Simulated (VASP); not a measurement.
A run of VASP 6.6.1 is set up as follows.

Contents of POSCAR:

```
MoP
1.0
    3.2230000000      0.0000000000      0.0000000000
   -1.6115000000      2.7911998764      0.0000000000
    0.0000000000      0.0000000000      3.1910000000
Mo P
1 1
Direct
    0.0000000000      0.0000000000      0.0000000000
    0.3333333333      0.6666666667      0.5000000000
```

Contents of INCAR.step1:

```
SYSTEM = MoP
  PREC = Accurate
  ENCUT = 550
  ISMEAR = 0
  SIGMA = 0.1
  LREAL = .False.
  LASPH = .True.
  NELM = 120
  GGA = PE
  ALGO = Normal
  EDIFF = 1E-5
  LWAVE = .True.
  LCHARG = .False.
  GGA_COMPAT = .False.
  IBRION = 2
  ISIF = 3
  EDIFFG = -0.005
  NELMIN = 4
  NSW = 100
```

File INCAR.step2:

```
SYSTEM = MoP
  PREC = Accurate
  ENCUT = 550
  EDIFF = 1E-7
  ISMEAR = 0
  SIGMA = 0.1
  LREAL = .False.
  LASPH = .True.
  NELM = 120
  ALGO = Normal
  ISIF = 3
  LWAVE = .False.
  LCHARG = .False.
  METAGGA = R2SCAN
  LMIXTAU = .True.
  IBRION = 2
  NSW = 100
  EDIFFG = -0.005
  ISTART = 1
  GGA_COMPAT = .False.
  NELMIN = 4
```

File KPOINTS:

```
regular mesh
0
Gamma
  15 15 14
  0 0 0
```

Potentials or basis: VASP PAW PBE potentials, release 64 (Mo_sv, P).

Run with:

```sh
$ cat potpaw_PBE.64/Mo_sv/POTCAR potpaw_PBE.64/P/POTCAR > POTCAR
$ cp INCAR.step1 INCAR
$ mpirun -np 1 vasp_std > vasp.out
$ cp INCAR.step2 INCAR
$ mpirun -np 1 vasp_std > vasp.out
```

Estimate the relaxed volume.

14.44 Å³/atom.

Predict the space group after relaxing (to 0.1 Å).

P-6m2 (No. 187).

Predict the relaxed cell.

a = 3.237 Å, b = 3.237 Å, c = 3.182 Å, α = 90.00°, β = 90.00°, γ = 120.00°.

Final structure:
```
CELL_PARAMETERS angstrom
3.23674 0.00000 0.00000
-1.61837 2.80310 0.00000
0.00000 0.00000 3.18209
ATOMIC_POSITIONS crystal
Mo 0.00000 0.00000 0.00000
P 0.33333 0.66667 0.50000
```

Caveat: the PAW data sets were made with another functional, which shifts forces and pressure a little. Zero-point motion and thermal expansion aren't in these numbers.
